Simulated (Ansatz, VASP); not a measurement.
# Two plane-wave programs on BeS5

Contents of INCAR:

```
PREC = Accurate
ENCUT = 600
EDIFF = 1E-7
ISMEAR = 0
SIGMA = 0.1
LREAL = False
LASPH = True
NELM = 80
ALGO = Normal
ISIF = 3
LWAVE = False
LCHARG = False
GGA = PE
IBRION = 2
NSW = 100
EDIFFG = -0.01
```

KPOINTS

```
regular mesh
0
Gamma
  6 6 10
```

Contents of POSCAR:

```
BeS5
1.0
    7.4548290339      0.0000000000      0.0000000000
    0.0000000000      7.4548290339      0.0000000000
    0.0000000000      0.0000000000      3.6882683180
Be S
1 5
Direct
    0.5000000000      0.5000000000      0.0000000000
    0.5000000000      0.5000000000      0.5000000000
    0.1427582612      0.1427582612      0.0000000000
    0.8572417388      0.8572417388      0.0000000000
    0.8572417388      0.1427582612      0.0000000000
    0.1427582612      0.8572417388      0.0000000000
```

Input for Ansatz:

```yaml
crystal:
  lattice:
    - [7.4548290339, 0.0, 0.0]
    - [0.0, 7.4548290339, 0.0]
    - [0.0, 0.0, 3.688268318]
  atoms:
    - { symbol: Be, position: [0.5, 0.5, 0.0] }
    - { symbol: S, position: [0.5, 0.5, 0.5] }
    - { symbol: S, position: [0.1427582612, 0.1427582612, 0.0] }
    - { symbol: S, position: [0.8572417388, 0.8572417388, 0.0] }
    - { symbol: S, position: [0.8572417388, 0.1427582612, 0.0] }
    - { symbol: S, position: [0.1427582612, 0.8572417388, 0.0] }
basis:
  ecutwfc: 420
kpoints:
  mp_grid: { grid: [6, 6, 10] }
hamiltonian:
  xc: pbe
scf:
  occupations: { method: gaussian, width: 0.1 }
output:
  forces: true
  stress: true
  eigenvalues: true
  write_density: true
  write_potential: true
  elf: true
  volumetric_format: npy
relax:
  adjacent_minimum: "off"
  f_tol: 0.01
  max_steps: 80
  cell: { stress_tol: 0.05 }
```

Alike in both runs: task relaxation of cell and atoms; functional PBE; k mesh 6 × 6 × 10; occupations gaussian, width 0.1 eV; no spin polarisation.

|  | VASP | Ansatz |
| --- | --- | --- |
| version | VASP 6.6.1 | Ansatz 0.2.0 |
| potentials or method | VASP PAW PBE potentials, release 64 (Be, S), cutoff 600 eV | scalar-relativistic, plane waves, PAW |
| valence electrons in the cell | 32 | 32 |

|  | VASP | Ansatz | Ansatz less VASP |
| --- | --- | --- | --- |
| gap on the k mesh at the Fermi level, each at its own relaxed structure (eV) | none | none | - |
| relaxed volume (Å³/atom) | 34.02 | 34.85 | +0.831 |
| relaxed length of the cell vector where the two differ most in proportion (Å) | 7.446 | 7.538 | +0.0917 |

A gap of «none» marks a metal or a gap that the smearing closes.
